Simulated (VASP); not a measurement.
A run of VASP 6.6.1:

The input INCAR:

```
  PREC = Accurate
  ENCUT = 600
  EDIFF = 1E-6
  ISMEAR = -1
  SIGMA = 1.0
  LREAL = F
  LASPH = T
  NELM = 120
  ALGO = Normal
  ISIF = 2
  LWAVE = F
  LCHARG = F
  GGA = PE
  NBANDS = 14
  GGA_COMPAT = F
```

KPOINTS

```
regular mesh
0
Gamma
  13 13 13
```

POSCAR

```
AlNi
1.0
    3.0027573722      0.0000000000      0.0000000000
    0.0000000000      3.0027573722      0.0000000000
    0.0000000000      0.0000000000      3.0027573722
Al Ni
1 1
Direct
    0.5000000000      0.5000000000      0.5000000000
    0.0000000000      0.0000000000      0.0000000000
```

Potentials or basis: VASP PAW PBE potentials, release 64 (Al, Ni).

Command:

```sh
$ cat potpaw_PBE.64/Al/POTCAR potpaw_PBE.64/Ni/POTCAR > POTCAR
$ mpirun -np 1 vasp_std > vasp.out
```

Hardware: 1 thread of Intel Xeon 8259CL, with other jobs on the host.

Problem. Estimate the wall time of this run.

Solution. It took 26 s on 1 thread of Intel Xeon 8259CL (shared host), peak memory 0.16 GiB. Counts: scf iterations 13, k points 84.
